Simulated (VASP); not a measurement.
Input of a VASP 6.6.1 run:

POSCAR

```
Au
1.0
    0.0000000000      2.0455000000      2.0148175000
    2.0455000000      0.0000000000      2.0148175000
    2.0455000000      2.0455000000      0.0000000000
Au
1
Direct
    0.0000000000      0.0000000000      0.0000000000
```

The input INCAR.step1:

```
ALGO = Normal
EDIFF = 1E-4
ENCUT = 520
GGA = PE
ISMEAR = 1
LASPH = True
LCHARG = False
LREAL = False
LWAVE = True
NBANDS = 12
NELM = 60
PREC = Accurate
SIGMA = 0.4
```

The input INCAR.step2:

```
ALGO = Normal
EDIFF = 1E-7
ENCUT = 520
ISIF = 2
ISMEAR = 1
ISTART = 1
LASPH = True
LCHARG = False
LMIXTAU = True
LREAL = False
LWAVE = False
METAGGA = R2SCAN
NBANDS = 12
NELM = 60
PREC = Accurate
SIGMA = 0.4
```

File KPOINTS:

```
k-points
0
Gamma
  20 20 20
```

Potentials or basis: VASP PAW PBE potentials, release 64 (Au).

Launch:

```console
$ cat potpaw_PBE.64/Au/POTCAR > POTCAR
$ cp INCAR.step1 INCAR
$ mpirun -np 1 vasp_std > vasp.out
$ cp INCAR.step2 INCAR
$ mpirun -np 1 vasp_std > vasp.out
```

Task: What does it give for the pressure?

Result: 7.2 GPa.

Task: Predict the band gap on the k mesh.

Result: Zero (an odd number of electrons rules out a gap without spin polarisation).

Stress tensor (GPa, compression positive):
```
7.05 0.00 0.00
0.00 7.05 0.00
0.00 0.00 7.53
```

Caveat: the cell differs from its parent crystal (strain +0.000 along x and y, -0.015 along z); the cell stands under pressure; so wide a smearing shifts energies and pressures; the PAW data sets were made with another functional, which shifts forces and pressure a little; spin-orbit coupling is left out, which moves the levels of the heavy elements.
